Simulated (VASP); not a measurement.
# GaSi2 (I4/mmm) in VASP: single point with r2SCAN

Aim: the single point of GaSi2 with r2SCAN.

Program: VASP 6.6.1. These are calculated values, not measurements. Logs are shortened: lines on timing, memory, paths and dates and some standing lists are left out, and cuts for length are marked.

**1. The cell of the first run**

Symmetry: I4/mmm, No. 139, tetragonal system. Conventional cell: a = 3.508 Å, b = 3.508 Å, c = 8.452 Å, α = 90.00°, β = 90.00°, γ = 90.00°. Ga (site symmetry 4/mmm) has 8 Si at 2.75 Å and 4 Ga at 3.51 Å within 3.6 Å. Within 3.3 Å of Si (site symmetry -4m2) lie 4 Si at 2.48 Å and 4 Ga at 2.75 Å.

**2. Single point, r2SCAN**

Contents of POSCAR:

```
GaSi2
1.0
   -1.7540604812      1.7540604812      4.2257532016
    1.7540604812     -1.7540604812      4.2257532016
    1.7540604812      1.7540604812     -4.2257532016
Ga Si
1 2
Direct
    0.0000000000      0.0000000000      0.0000000000
    0.7500000000      0.2500000000      0.5000000000
    0.2500000000      0.7500000000      0.5000000000
```

Contents of INCAR.step1:

```
ALGO = Normal
EDIFF = 1E-4
ENCUT = 520
GGA = PE
ISMEAR = 0
LASPH = True
LCHARG = False
LREAL = False
LWAVE = True
NBANDS = 18
NELM = 100
PREC = Accurate
SIGMA = 0.1
```

Contents of INCAR.step2:

```
ALGO = Normal
EDIFF = 1E-7
ENCUT = 520
ISIF = 2
ISMEAR = 0
ISTART = 1
LASPH = True
LCHARG = True
LELF = True
LMIXTAU = True
LREAL = False
LVHAR = True
LWAVE = False
METAGGA = R2SCAN
NBANDS = 18
NELM = 100
PREC = Accurate
SIGMA = 0.1
```

Contents of KPOINTS:

```
k-points
0
Gamma
  18 18 18
```

Potentials or basis: VASP PAW PBE potentials, release 64 (Ga_d, Si).

On the command line:

```bash
$ cat potpaw_PBE.64/Ga_d/POTCAR potpaw_PBE.64/Si/POTCAR > POTCAR
$ cp INCAR.step1 INCAR
$ mpirun -np 1 vasp_std > vasp.out
$ cp INCAR.step2 INCAR
$ mpirun -np 1 vasp_std > vasp.out
```

OUTCAR:

```text
EDIFF = 1E-7
   ENCUT = 520
   ISIF = 2
   ISMEAR = 0
   ISTART = 1
   LASPH = True
   LREAL = False
   METAGGA = R2SCAN
   NELM = 100
   PREC = Accurate

 ion  position               nearest neighbor table
   1  0.000  0.000  0.000-   2 2.75   3 2.75   2 2.75   3 2.75   2 2.75   3 2.75   2 2.75   3 2.75

   2  0.750  0.250  0.500-   3 2.48   3 2.48   3 2.48   3 2.48   1 2.75   1 2.75   1 2.75   1 2.75

   3  0.250  0.750  0.500-   2 2.48   2 2.48   2 2.48   2 2.48   1 2.75   1 2.75   1 2.75   1 2.75

  LATTYP: Found a body centered tetragonal cell.
 ALAT       =     3.5081209624
 C/A-ratio  =     2.4091262798

  Lattice vectors:

 A1 = (  -1.7540604812,   1.7540604812,   4.2257532016)
 A2 = (   1.7540604812,  -1.7540604812,   4.2257532016)
 A3 = (   1.7540604812,   1.7540604812,  -4.2257532016)

Analysis of symmetry for initial positions (statically):
=====================================================================
 Subroutine PRICEL returns:
 Original cell was already a primitive cell.

 Routine SETGRP: Setting up the symmetry group for a
 body centered tetragonal supercell.

 Subroutine GETGRP returns: Found 16 space group operations
 (whereof 16 operations were pure point group operations)
 out of a pool of 16 trial point group operations.

The static configuration has the point symmetry D_4h.

Analysis of symmetry for dynamics (positions and initial velocities):
=====================================================================
 Subroutine PRICEL returns:
 Original cell was already a primitive cell.

 Routine SETGRP: Setting up the symmetry group for a
 body centered tetragonal supercell.

 Subroutine GETGRP returns: Found 16 space group operations
 (whereof 16 operations were pure point group operations)
 out of a pool of 16 trial point group operations.

The dynamic configuration has the point symmetry D_4h.

 Subroutine INISYM returns: Found 16 space group operations
 (whereof 16 operations are pure point group operations),
 and found     1 'primitive' translations

----------------------------------------------------------------------------------------

                                     Primitive cell

  volume of cell :      52.0060

  direct lattice vectors                    reciprocal lattice vectors
    -1.754060481  1.754060481  4.225753202     0.000000000  0.285052885  0.118322102
     1.754060481 -1.754060481  4.225753202     0.285052885  0.000000000  0.118322102
     1.754060481  1.754060481 -4.225753202     0.285052885  0.285052885  0.000000000

  length of vectors
     4.900045557  4.900045557  4.900045557     0.308634520  0.308634520  0.403125655

  position of ions in fractional coordinates (direct lattice)
     0.000000000  0.000000000  0.000000000
     0.750000000  0.250000000  0.500000000
     0.250000000  0.750000000  0.500000000

  ion indices of the primitive-cell ions
   primitive index   ion index
                 1           1
                 2           2
                 3           3

----------------------------------------------------------------------------------------

 KPOINTS: k-points

Automatic generation of k-mesh.
 Grid dimensions read from file:
 generate k-points for:   18   18   18

 Generating k-lattice:

  Cartesian coordinates                     Fractional coordinates (reciprocal lattice)
     0.000000000  0.015836271  0.006573450     0.055555556  0.000000000  0.000000000
     0.015836271  0.000000000  0.006573450     0.000000000  0.055555556  0.000000000
     0.015836271  0.015836271  0.000000000     0.000000000  0.000000000  0.055555556

  Length of vectors
     0.017146362  0.017146362  0.022395870

  Shift w.r.t. Gamma in fractional coordinates (k-lattice)
     0.000000000  0.000000000  0.000000000

 Subroutine IBZKPT returns following result:
 ===========================================

 Found    480 irreducible k-points:

 Following reciprocal coordinates:
            Coordinates               Weight
  0.000000  0.000000  0.000000      1.000000
  0.055556 -0.000000  0.000000      8.000000
  0.111111 -0.000000  0.000000      8.000000
  0.166667  0.000000  0.000000      8.000000
  0.222222 -0.000000  0.000000      8.000000
  0.277778 -0.000000  0.000000      8.000000
[... 16 lines left out ...]
 -0.277778  0.055556 -0.000000     16.000000
 -0.222222  0.055556 -0.000000     16.000000
 [... further k-points ...]
   k-points           NKPTS =    480   k-points in BZ     NKDIM =    480   number of bands    NBANDS=     18
   number of dos      NEDOS =    301   number of ions     NIONS =      3
   total plane-waves  NPLWV =  46656
   dimension x,y,z NGX =    36 NGY =   36 NGZ =   36
   dimension x,y,z NGXF=    72 NGYF=   72 NGZF=   72
   ions per type =               1   2
   NGX,Y,Z   is equivalent  to a cutoff of  12.21, 12.21, 12.21 a.u.
   NGXF,Y,Z  is equivalent  to a cutoff of  24.43, 24.43, 24.43 a.u.
 SYSTEM =  unknown system
   PREC   = accura    normal or accurate (medium, high low for compatibility)
   ISTART =      1    job   : 0-new  1-cont  2-samecut
   ICHARG =      0    charge: 1-file 2-atom 10-const
   ISPIN  =      1    spin polarized calculation?
   LNONCOLLINEAR =      F non collinear calculations
   LSORBIT =      F    spin-orbit coupling
   LASPH  =      T    aspherical Exc in radial PAW
   ENCUT  =  520.0 eV  38.22 Ry    6.18 a.u.   9.11  9.11  9.11*2*pi/ulx,y,z
   NELM   =    100;   NELMIN=  2; NELMDL=  0     # of ELM steps
   EDIFF  = 0.1E-06   stopping-criterion for ELM
   LREAL  =      F    real-space projection
   EDIFFG = 0.1E-05   stopping-criterion for IOM
   NSW    =      0    number of steps for IOM
   IBRION =     -1    ionic relax: 0-MD 1-quasi-New 2-CG
   NFREE  =      0    steps in history (QN), initial steepest desc. (CG)
   ISIF   =      2    stress and relaxation
   ISYM   =      2    0-nonsym 1-usesym 2-fastsym
   POTIM  = 0.5000    time-step for ionic-motion
   TEBEG  =    0.0;   TEEND  =   0.0 temperature during run
   PSTRESS=    0.0 pullay stress
   NELECT =      21.0000    total number of electrons
   NUPDOWN=      -1.0000    fix difference up-down
   EMIN   =  10.00;   EMAX   =-10.00  energy-range for DOS
   EFERMI =   0.00;   METHOD = LEGACY
   ISMEAR =     0;   SIGMA  =   0.10  broadening in eV -4-tet -1-fermi 0-gaus
   EFERMI_NEDOS =   21; number of points for ismear=-14 and -15
   IALGO  =     38    algorithm
   IMIX   =      4    mixing-type and parameters
     AMIX     =   0.40;   BMIX     =  1.00
     AMIX_MAG =   1.60;   BMIX_MAG =  1.00
  volume/ion in A,a.u.               =      17.34       116.98
  Fermi-wavevector in a.u.,A,eV,Ry     =   1.210032  2.286629 19.921343  1.464177
  Thomas-Fermi vector in A             =   2.345591
   LORBIT       =      0    0 simple, 1 ext, 2 COOP (PROOUT), +10 PAW based schemes
   METAGGA = R2SCAN    functional components
   LHFCALC =     F    Hartree Fock is set to
   AEXX    =    0.0000 exact exchange contribution
   IVDW    =     0    specifies the selected vdW correction
   LEPSILON=     F    determine dielectric tensor
   LRPA    =     F    only Hartree local field effects (RPA)
 non-spin polarized calculation
 Gauss-broadening in eV      SIGMA  =   0.10
  energy-cutoff  :      520.00
  volume of cell :       52.01
 maximum number of plane-waves:      1436
   NGX = 19   NGY = 19   NGZ = 19

 number of electron      20.9999996 magnetization

 Free energy of the ion-electron system (eV)
  ---------------------------------------------------
  ext. energy  EPLUGINS =         0.00000000
  ---------------------------------------------------
  free energy    TOTEN  =       -27.69590989 eV

  energy without entropy =      -27.69076068  energy(sigma->0) =      -27.69333529

 E-fermi :   7.1300     XC(G=0): -11.3461

 val. band max:        7.1286854468   @ k =   0.4444   0.1111   0.0000
 cond. band min:       7.1487761350   @ k =  -0.3333   0.0556   0.0000
 fundamental gap:      0.0200906882
 Fermi energy:         7.1300055762

 k-point     1 :       0.0000    0.0000    0.0000
  band No.  band energies     occupation
      1      -8.3417      2.00000
      2      -8.3013      2.00000
      3      -8.2706      2.00000
      4      -8.2706      2.00000
      5      -8.1983      2.00000
      6      -6.5193      2.00000
[... 10 lines left out ...]
     17      15.7493      0.00000
     18      16.8713      0.00000

 k-point     2 :       0.0556   -0.0000    0.0000
  band No.  band energies     occupation
      1      -8.3391      2.00000
      2      -8.2997      2.00000
      3      -8.2722      2.00000
      4      -8.2703      2.00000
      5      -8.1989      2.00000
      6      -6.4781      2.00000
[... 10 lines left out ...]
     17      14.9979      0.00000
     18      16.6593      0.00000

 k-point     3 :       0.1111   -0.0000    0.0000
  band No.  band energies     occupation
      1      -8.3323      2.00000
      2      -8.2952      2.00000
      3      -8.2768      2.00000
      4      -8.2695      2.00000
      5      -8.2008      2.00000
      6      -6.3539      2.00000
[... 10 lines left out ...]
     17      15.6019      0.00000
     18      16.1396      0.00000

 k-point     4 :       0.1667    0.0000    0.0000
  band No.  band energies     occupation
      1      -8.3235      2.00000
      2      -8.2888      2.00000
      3      -8.2826      2.00000
      4      -8.2682      2.00000
      5      -8.2036      2.00000
      6      -6.1453      2.00000
[... 375 lines left out ...]
      4      -8.2562      2.00000
      5      -8.2150      2.00000
      6      -5.0222      2.00000
[... 10 lines left out ...]
     17      15.2512      0.00000
     18      16.6218      0.00000

 k-point    23 :      -0.2778    0.0556   -0.0000
  band No.  band energies     occupation
      1      -8.3160      2.00000
      2      -8.2918      2.00000
      3      -8.2675      2.00000
      4      -8.2661      2.00000
      5      -8.2115      2.00000
      6      -5.4764      2.00000
[... 10 lines left out ...]
     17      14.8909      0.00000
     18      17.2529      0.00000

 k-point    24 :      -0.2222    0.0556   -0.0000
  band No.  band energies     occupation
      1      -8.3158      2.00000
      2      -8.2912      2.00000
      3      -8.2769      2.00000
      4      -8.2686      2.00000
      5      -8.2078      2.00000
      6      -5.8462      2.00000
[... 10 lines left out ...]
     17      15.2961      0.00000
     18      17.8983      0.00000

 [... further k-points ...]
[... 5 lines left out ...]
  --------------------------------------------------------------------------------------
  -------------------------------------------------------------------------------------
  Total       -0.0231747     -0.0231747      0.0104577      0.0000000      0.0000000      0.0000000
  in kB       -0.7139549     -0.7139549      0.3221774      0.0000000      0.0000000      0.0000000
  external PRESSURE =      -0.3685775 kB  Pullay stress =       0.0000000 kB

 VOLUME and BASIS-vectors are now :
 -----------------------------------------------------------------------------
  energy-cutoff  :      520.00
  volume of cell :       52.01
      direct lattice vectors                 reciprocal lattice vectors
    -1.754060481  1.754060481  4.225753202     0.000000000  0.285052885  0.118322102
     1.754060481 -1.754060481  4.225753202     0.285052885  0.000000000  0.118322102
     1.754060481  1.754060481 -4.225753202     0.285052885  0.285052885  0.000000000

 POSITION                                       TOTAL-FORCE (eV/Angst)
 -----------------------------------------------------------------------------------
      0.00000      0.00000      0.00000         0.000000     -0.000000      0.000000
     -0.00000      1.75406      2.11288        -0.000000      0.000000     -0.000000
      1.75406     -0.00000      2.11288         0.000000     -0.000000     -0.000000
 -----------------------------------------------------------------------------------
    total drift:                               -0.000000      0.000000      0.000000

  FREE ENERGIE OF THE ION-ELECTRON SYSTEM (eV)
  ---------------------------------------------------
  free  energy   TOTEN  =       -27.6959098929 eV

  energy  without entropy=      -27.6907606828  energy(sigma->0) =      -27.69333529
```

Run time: 25 min. Hardware: 1 thread of Intel Xeon Platinum 8488C (Sapphire Rapids), shared host; peak memory 0.55 GiB.

Results:

```
Free energy            : -27.6959 eV
Pressure               : 0.0 GPa
Band gap on the k mesh : zero (an odd number of electrons rules out a gap without spin polarisation)
```

Stress tensor (GPa, compression positive):
```
-0.07  0.00  0.00
 0.00 -0.07  0.00
 0.00  0.00  0.03
```

Caveat: the PAW data sets were made with another functional, which shifts forces and pressure a little.

The gap in the log of VASP goes by the Fermi energy; the results here count the filled bands.